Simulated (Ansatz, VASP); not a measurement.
Two plane-wave programs on LiCl

```
Li Cl
1.0
     0.00000    2.57374    2.57374
     2.57374    0.00000    2.57374
     2.57374    2.57374    0.00000
Li Cl
1 1
Direct
  0.00000 0.00000 0.00000
  0.50000 0.50000 0.50000
```

Alike in both runs: functional PBE; k mesh 8 × 8 × 8; occupations gaussian, width 0.02 eV; no spin polarisation.

Ansatz relaxed the structure, and its values are those at the end. VASP's run is a single point on that final structure, the one shown.

|  | VASP | Ansatz |
| --- | --- | --- |
| version | VASP 6.6.1 | Ansatz 0.2.0 |
| potentials or method | VASP PAW PBE potentials, release 64 (Li_sv, Cl), cutoff 750 eV | scalar-relativistic, plane waves, PAW |
| valence electrons in the cell | 10 | 10 |

VASP gave:

| Property | Result |
| --- | --- |
| gap on the k mesh at the Fermi level (eV) | 6.27 |
| least direct gap on the mesh (eV) | 6.27 |
| pressure (GPa) | 0.0 |

**Question.** What did Ansatz give for the same quantities?

**Answer.** gap on the k mesh at the Fermi level (eV): 6.27; least direct gap on the mesh (eV): 6.27; pressure (GPa): 0.1.
